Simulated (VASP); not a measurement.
Here is a VASP 6.6.1 calculation.

INCAR

```
PREC     = Accurate       # precision mode
ENCUT    = 600            # plane-wave cutoff, eV
EDIFF    = 1E-6           # SCF threshold, eV
ISMEAR   = 0              # smearing method
SIGMA    = 0.1            # smearing width, eV
LREAL    = False          # projectors in reciprocal space
LASPH    = True           # aspherical terms in the spheres
NELM     = 100            # most SCF steps
ALGO     = Normal         # electronic algorithm
ISIF     = 3              # what is computed and relaxed
LWAVE    = False          # write WAVECAR
LCHARG   = False          # write CHGCAR
GGA      = CA             # functional
IBRION   = 2              # ionic algorithm
NSW      = 70             # ionic steps
EDIFFG   = -0.005         # ionic threshold
```

File KPOINTS:

```
Automatic mesh
0
Gamma
  12 12 12
```

POSCAR

```
LuZn
1.0
    3.4910000000      0.0000000000      0.0000000000
    0.0000000000      3.4910000000      0.0000000000
    0.0000000000      0.0000000000      3.4910000000
Lu Zn
1 1
Direct
    0.0000000000      0.0000000000      0.0000000000
    0.5000000000      0.5000000000      0.5000000000
```

Potentials or basis: VASP PAW PBE potentials, release 64 (Lu, Zn).

Launch:

```console
$ cat potpaw_PBE.64/Lu/POTCAR potpaw_PBE.64/Zn/POTCAR > POTCAR
$ mpirun -np 1 vasp_std > vasp.out
```

(1) Estimate the relaxed volume.

(2) Predict the relaxed cell.

(3) Estimate the space group after relaxing (to 0.05 Å).

## Answers

(1) 19.43 Å³/atom.

(2) a = 3.387 Å, b = 3.387 Å, c = 3.387 Å, α = 90.00°, β = 90.00°, γ = 90.00°.

(3) Pm-3m (No. 221).

Caveat: the PAW data sets were made with another functional, which shifts forces and pressure a little.
